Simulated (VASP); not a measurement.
# PrScO (P4/mmm) in VASP: further runs

The runs below take PrScO through single point, with PBE.

Program: VASP 6.6.1. These are calculated values, not measurements. Logs are shortened: lines on timing, memory, paths and dates and some standing lists are left out, and cuts for length are marked.

## Step 1: The cell of the first run

The structure is tetragonal, space group P4/mmm (No. 123). Conventional cell: a = 3.163 Å, b = 3.163 Å, c = 5.502 Å, α = 90.00°, β = 90.00°, γ = 90.00°. Within 3.6 Å of Pr (site symmetry 4/mmm) lie 2 O at 2.75 Å and 4 Pr at 3.16 Å and 8 Sc at 3.55 Å. Within 3.0 Å of Sc (site symmetry 4/mmm) lie 4 O at 2.24 Å. Within 3.0 Å of O (site symmetry 4/mmm) lie 4 Sc at 2.24 Å and 2 Pr at 2.75 Å.

The cell was generated, and may not be a known phase.

## Step 2: Single point, PBE

Contents of INCAR:

```
PREC = Accurate ; ENCUT = 600
EDIFF = 1E-6 ; ISMEAR = 0
SIGMA = 0.1 ; LREAL = False
LASPH = True ; NELM = 200
ALGO = Normal ; ISIF = 2
LWAVE = False ; LCHARG = False
GGA = PE ; NBANDS = 21
GGA_COMPAT = False ; LMAXMIX = 6
```

Contents of KPOINTS:

```
regular mesh
0
Gamma
  12 12 6
```

Contents of POSCAR:

```
PrScO
1.0
    3.1627893374      0.0000000000      0.0000000000
    0.0000000000      3.1627893374      0.0000000000
    0.0000000000      0.0000000000      5.5016773405
Pr Sc O
1 1 1
Direct
    0.0000000000      0.0000000000      0.5000000000
    0.5000000000      0.5000000000      0.0000000000
    0.0000000000      0.0000000000      0.0000000000
```

Potentials or basis: VASP PAW PBE potentials, release 64 (Pr_3, Sc_sv, O), 4f in core.

On the command line:

```
> cat potpaw_PBE.64/Pr_3/POTCAR potpaw_PBE.64/Sc_sv/POTCAR potpaw_PBE.64/O/POTCAR > POTCAR
> mpirun -np 1 vasp_std > vasp.out
```

OUTCAR:

```text
PREC = Accurate
   ENCUT = 600
   EDIFF = 1E-6
   ISMEAR = 0
   LREAL = False
   LASPH = True
   NELM = 200
   ISIF = 2
   GGA = PE

 ion  position               nearest neighbor table
   1  0.000  0.000  0.500-   3 2.75   3 2.75   2 3.55   2 3.55   2 3.55   2 3.55   2 3.55   2 3.55
                             2 3.55   2 3.55
   2  0.500  0.500  0.000-   3 2.24   3 2.24   3 2.24   3 2.24   1 3.55   1 3.55   1 3.55   1 3.55
                             1 3.55   1 3.55   1 3.55   1 3.55
   3  0.000  0.000  0.000-   2 2.24   2 2.24   2 2.24   2 2.24   1 2.75   1 2.75

  LATTYP: Found a simple tetragonal cell.
 ALAT       =     3.1627893374
 C/A-ratio  =     1.7395016720

  Lattice vectors:

 A1 = (   3.1627893374,   0.0000000000,   0.0000000000)
 A2 = (   0.0000000000,   3.1627893374,   0.0000000000)
 A3 = (   0.0000000000,   0.0000000000,   5.5016773405)

Analysis of symmetry for initial positions (statically):
=====================================================================
 Subroutine PRICEL returns:
 Original cell was already a primitive cell.

 Routine SETGRP: Setting up the symmetry group for a
 simple tetragonal supercell.

 Subroutine GETGRP returns: Found 16 space group operations
 (whereof 16 operations were pure point group operations)
 out of a pool of 16 trial point group operations.

The static configuration has the point symmetry D_4h.

Analysis of symmetry for dynamics (positions and initial velocities):
=====================================================================
 Subroutine PRICEL returns:
 Original cell was already a primitive cell.

 Routine SETGRP: Setting up the symmetry group for a
 simple tetragonal supercell.

 Subroutine GETGRP returns: Found 16 space group operations
 (whereof 16 operations were pure point group operations)
 out of a pool of 16 trial point group operations.

The dynamic configuration has the point symmetry D_4h.

 Subroutine INISYM returns: Found 16 space group operations
 (whereof 16 operations are pure point group operations),
 and found     1 'primitive' translations

----------------------------------------------------------------------------------------

                                     Primitive cell

  volume of cell :      55.0346

  direct lattice vectors                    reciprocal lattice vectors
     3.162789337  0.000000000  0.000000000     0.316176607  0.000000000  0.000000000
     0.000000000  3.162789337  0.000000000     0.000000000  0.316176607  0.000000000
[... 81 lines left out ...]
   ISPIN  =      1    spin polarized calculation?
   LNONCOLLINEAR =      F non collinear calculations
   LSORBIT =      F    spin-orbit coupling
   LASPH  =      T    aspherical Exc in radial PAW
   ENCUT  =  600.0 eV  44.10 Ry    6.64 a.u.   6.32  6.32 10.99*2*pi/ulx,y,z
   NELM   =    200;   NELMIN=  2; NELMDL= -5     # of ELM steps
   EDIFF  = 0.1E-05   stopping-criterion for ELM
   LREAL  =      F    real-space projection
   EDIFFG = 0.1E-04   stopping-criterion for IOM
   NSW    =      0    number of steps for IOM
   IBRION =     -1    ionic relax: 0-MD 1-quasi-New 2-CG
   NFREE  =      0    steps in history (QN), initial steepest desc. (CG)
   ISIF   =      2    stress and relaxation
   ISYM   =      2    0-nonsym 1-usesym 2-fastsym
   POTIM  = 0.5000    time-step for ionic-motion
   TEBEG  =    0.0;   TEEND  =   0.0 temperature during run
   PSTRESS=    0.0 pullay stress
   NELECT =      28.0000    total number of electrons
   NUPDOWN=      -1.0000    fix difference up-down
   EMIN   =  10.00;   EMAX   =-10.00  energy-range for DOS
   EFERMI =   0.00;   METHOD = LEGACY
   ISMEAR =     0;   SIGMA  =   0.10  broadening in eV -4-tet -1-fermi 0-gaus
   EFERMI_NEDOS =   21; number of points for ismear=-14 and -15
   IALGO  =     38    algorithm
   IMIX   =      4    mixing-type and parameters
     AMIX     =   0.40;   BMIX     =  1.00
     AMIX_MAG =   1.60;   BMIX_MAG =  1.00
  volume/ion in A,a.u.               =      18.34       123.80
  Fermi-wavevector in a.u.,A,eV,Ry     =   1.306920  2.469720 23.239289  1.708040
  Thomas-Fermi vector in A             =   2.437689
   LORBIT       =      0    0 simple, 1 ext, 2 COOP (PROOUT), +10 PAW based schemes
   GGA     = PE    functional components
   LHFCALC =     F    Hartree Fock is set to
   AEXX    =    0.0000 exact exchange contribution
   IVDW    =     0    specifies the selected vdW correction
   LEPSILON=     F    determine dielectric tensor
   LRPA    =     F    only Hartree local field effects (RPA)
 non-spin polarized calculation
 Gauss-broadening in eV      SIGMA  =   0.10
  energy-cutoff  :      600.00
  volume of cell :       55.03
 maximum number of plane-waves:      1854
 NGX is ok and might be reduce to    28
   NGX = 13   NGY = 13   NGZ = 21

 number of electron      27.9999998 magnetization

 Free energy of the ion-electron system (eV)
  ---------------------------------------------------
  ext. energy  EPLUGINS =         0.00000000
  ---------------------------------------------------
  free energy    TOTEN  =       -21.44894272 eV

  energy without entropy =      -21.43685737  energy(sigma->0) =      -21.44290004

 E-fermi :   5.4110     XC(G=0): -10.8246

 val. band max:        5.4018885895   @ k =   0.3333   0.3333   0.3333
 cond. band min:       5.4115199592   @ k =   0.2500   0.1667   0.0000
 fundamental gap:      0.0096313697
 Fermi energy:         5.4110316898

 k-point     1 :       0.0000    0.0000    0.0000
  band No.  band energies     occupation
      1     -44.5776      2.00000
      2     -30.7705      2.00000
      3     -23.1462      2.00000
      4     -23.1352      2.00000
      5     -23.1352      2.00000
      6     -14.4368      2.00000
[... 565 lines left out ...]
     20       9.3328      0.00000
     21       9.9805      0.00000

 [... further k-points ...]
[... 5 lines left out ...]
  --------------------------------------------------------------------------------------
  -------------------------------------------------------------------------------------
  Total        0.1200234      0.1200234     -0.0048925      0.0000000      0.0000000      0.0000000
  in kB        3.4941441      3.4941441     -0.1424304      0.0000000      0.0000000      0.0000000
  external PRESSURE =       2.2819526 kB  Pullay stress =       0.0000000 kB

 VOLUME and BASIS-vectors are now :
 -----------------------------------------------------------------------------
  energy-cutoff  :      600.00
  volume of cell :       55.03
      direct lattice vectors                 reciprocal lattice vectors
     3.162789337  0.000000000  0.000000000     0.316176607  0.000000000  0.000000000
     0.000000000  3.162789337  0.000000000     0.000000000  0.316176607  0.000000000
     0.000000000  0.000000000  5.501677340     0.000000000  0.000000000  0.181762749

 POSITION                                       TOTAL-FORCE (eV/Angst)
 -----------------------------------------------------------------------------------
      0.00000      0.00000      2.75084         0.000000      0.000000      0.000000
      1.58139      1.58139      0.00000         0.000000      0.000000      0.000000
      0.00000      0.00000      0.00000         0.000000      0.000000      0.000000
 -----------------------------------------------------------------------------------
    total drift:                                0.000000      0.000000     -0.000000

  FREE ENERGIE OF THE ION-ELECTRON SYSTEM (eV)
  ---------------------------------------------------
  free  energy   TOTEN  =       -21.4489427228 eV

  energy  without entropy=      -21.4368573650  energy(sigma->0) =      -21.44290004
```

OSZICAR:

```text
N       E                     dE             d eps       ncg     rms          rms(c)
DAV:   1     0.332630698358E+03    0.33263E+03   -0.14920E+04  4720   0.153E+03
DAV:   2     0.883085821024E+01   -0.32380E+03   -0.31461E+03  4802   0.445E+02
DAV:   3    -0.240068268136E+02   -0.32838E+02   -0.31727E+02  8048   0.127E+02
DAV:   4    -0.256086899960E+02   -0.16019E+01   -0.15722E+01  7199   0.242E+01
DAV:   5    -0.256617549037E+02   -0.53065E-01   -0.53014E-01  6298   0.334E+00    0.127E+01
DAV:   6    -0.216447235387E+02    0.40170E+01   -0.20029E+01  7436   0.355E+01    0.589E+00
DAV:   7    -0.215075394652E+02    0.13718E+00   -0.19821E+00  7327   0.110E+01    0.344E+00
DAV:   8    -0.215284536705E+02   -0.20914E-01   -0.79892E-01  7272   0.769E+00    0.175E+00
DAV:   9    -0.214600216696E+02    0.68432E-01   -0.14893E-01  7229   0.290E+00    0.679E-01
DAV:  10    -0.214493721851E+02    0.10649E-01   -0.77064E-02  7085   0.218E+00    0.242E-01
DAV:  11    -0.214489394192E+02    0.43277E-03   -0.37103E-03  7167   0.423E-01    0.565E-02
DAV:  12    -0.214489852053E+02   -0.45786E-04   -0.10595E-04  7245   0.745E-02    0.510E-02
DAV:  13    -0.214489428657E+02    0.42340E-04   -0.18534E-04  6900   0.130E-01    0.732E-03
DAV:  14    -0.214489427228E+02    0.14282E-06   -0.25073E-06  4498   0.125E-02
   1 F= -.21448943E+02 E0= -.21442900E+02  d E =-.120854E-01
```

stdout:

```text
POSCAR found type information on POSCAR PrScO
 POSCAR found :  3 types and       3 ions
 scaLAPACK will be used
 LDA part: xc-table for (Slater+PW92), standard interpolation
 POSCAR, INCAR and KPOINTS ok, starting setup
 FFT: planning ... GRIDC
 FFT: planning ... GRID_SOFT
 FFT: planning ... GRID
 WAVECAR not read
 entering main loop
```

Run time: 2.6 min. Hardware: 1 thread of Intel Xeon Platinum 8259CL at 2.50GHz (Skylake/Cascade Lake), shared host; peak memory 0.32 GiB.

What came out:

```yaml
Free_energy: -21.4489 eV
Pressure: 0.2 GPa
Band_gap_on_the_k_mesh: zero (bands 14 and 15 overlap by 1.82 eV)
```

Stress tensor (GPa, compression positive):
```
 0.35  0.00  0.00
 0.00  0.35  0.00
 0.00  0.00 -0.01
```

Caveat: spin-orbit coupling is left out, which moves the levels of the heavy elements; the 4f electrons are frozen in the core, so they carry no moment and show no levels; the run has no spin polarisation, though such a crystal can be magnetic.

(Part 1 of 2 ends here.)

The gap in the log of VASP goes by the Fermi energy; the results here count the filled bands.